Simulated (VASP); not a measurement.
Set up this calculation in VASP 6.6.1, as the native input.

```yaml
Task: single point
Functional: PBE
Potentials_or_basis: VASP PAW PBE potentials, release 64 (Al, O)
Cutoff: 520 eV
k_mesh: 9 × 9 × 1
Occupations: gaussian, width 0.1 eV
Spin: no spin polarisation
Dipole_correction: yes
Further_INCAR_settings: ALGO = Normal; EDIFF = 1e-06; NBANDS = 16
```

The structure of Al3O lies in POSCAR:

```
Al3O
1.0
    2.8571514048      0.0000000000      0.0000000000
   -1.4285757024      2.4743656990      0.0000000000
    0.0000000000      0.0000000000     20.1016425027
Al O
3 1
Direct
    0.6666666667      0.3333333333      0.1989887145
    0.3333333333      0.6666666667      0.3134533097
    0.0000000000      0.0000000000      0.4279074459
    0.5000000000      0.3333333333      0.4760474810
```

The input as run:

INCAR

```
PREC = Accurate ; ENCUT = 520
EDIFF = 1E-6 ; ISMEAR = 0
SIGMA = 0.1 ; LREAL = F
LASPH = T ; NELM = 80
ALGO = Normal ; ISIF = 2
LWAVE = F ; LCHARG = F
LDIPOL = T ; IDIPOL = 3
DIPOL = 0.5 0.5 0.354 ; GGA = PE
NBANDS = 16
```

KPOINTS

```
regular mesh
0
Gamma
  9 9 1
```

Potentials or basis: VASP PAW PBE potentials, release 64 (Al, O).

The run is started by

```console
$ cat potpaw_PBE.64/Al/POTCAR potpaw_PBE.64/O/POTCAR > POTCAR
$ mpirun -np 1 vasp_std > vasp.out
```

It gave:

```
Largest force : 5.824 eV/Å
```

Caveat: an odd number of electrons without spin polarisation forces a metal; a magnetic or distorted state may lie lower.

It took 2.1 min on 1 thread of Intel(R) Xeon(R) Platinum 8488C (Sapphire Rapids), on a shared host, peak memory 0.3 GiB.
